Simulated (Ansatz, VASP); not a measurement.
# RuC5 in VASP and in Ansatz

File INCAR:

```
SYSTEM = RuC5
PREC = Accurate
ENCUT = 520
EDIFF = 1E-6
ISMEAR = 0
SIGMA = 0.1
LREAL = .FALSE.
LASPH = .TRUE.
NELM = 100
ALGO = Normal
ISIF = 2
LWAVE = .FALSE.
LCHARG = .TRUE.
GGA = PE
LELF = .TRUE.
LVHAR = .TRUE.
NBANDS = 26
```

KPOINTS

```
regular mesh
0
G
  6 6 4
  0 0 0
```

File POSCAR:

```
RuC5
1.0
    4.4692226600      0.0000000000      0.0000000000
   -2.2346113300      3.8704603600      0.0000000000
    0.0000000000      0.0000000000      5.0722864400
Ru C
1 5
Direct
    0.0000000000      0.0000000000      0.5000000000
    0.5000000000      0.0000000000      0.5000000000
    0.0000000000      0.5000000000      0.5000000000
    0.5000000000      0.5000000000      0.5000000000
    0.0000000000      0.0000000000      0.1489269600
    0.0000000000      0.0000000000      0.8510730400
```

Input for Ansatz:

```yaml
crystal:
  lattice:
    - [4.46922266, 0.0, 0.0]
    - [-2.23461133, 3.87046036, 0.0]
    - [0.0, 0.0, 5.07228644]
  atoms:
    - { symbol: Ru, position: [0.0, 0.0, 0.5] }
    - { symbol: C, position: [0.5, 0.0, 0.5] }
    - { symbol: C, position: [0.0, 0.5, 0.5] }
    - { symbol: C, position: [0.5, 0.5, 0.5] }
    - { symbol: C, position: [0.0, 0.0, 0.14892696] }
    - { symbol: C, position: [0.0, 0.0, 0.85107304] }
basis:
  ecutwfc: 420
kpoints:
  mp_grid: { grid: [6, 6, 4] }
hamiltonian:
  xc: pbe
scf:
  occupations: { method: gaussian, width: 0.1 }
  lower_state_search: "off"
output:
  forces: true
  stress: true
  eigenvalues: true
```

Alike in both runs: task single point; functional PBE; k mesh 6 × 6 × 4; occupations gaussian, width 0.1 eV; no spin polarisation.

|  | VASP | Ansatz |
| --- | --- | --- |
| version | VASP 6.6.1 | Ansatz 0.2.0 |
| potentials or method | VASP PAW PBE potentials, release 64 (Ru_pv, C), cutoff 520 eV | scalar-relativistic, plane waves, PAW |
| valence electrons in the cell | 34 | 36 |

```csv
,VASP,Ansatz,Ansatz less VASP
gap on the k mesh at the Fermi level (eV),none,none,-
pressure (GPa),-4.6,-4.6,+0.06
"traceless stress, the component that is largest in VASP (GPa)",22.49,22.70,+0.210
rms of the force components (eV/Å),4.161,4.182,+0.0211
```

Atom by atom the forces differ by 0.021 eV/Å (rms over components). A gap of «none» marks a metal or a gap that the smearing closes. VASP's potentials hold 34 valence electrons a cell and Ansatz's 36, so a difference there can come from the potentials and not from the codes.
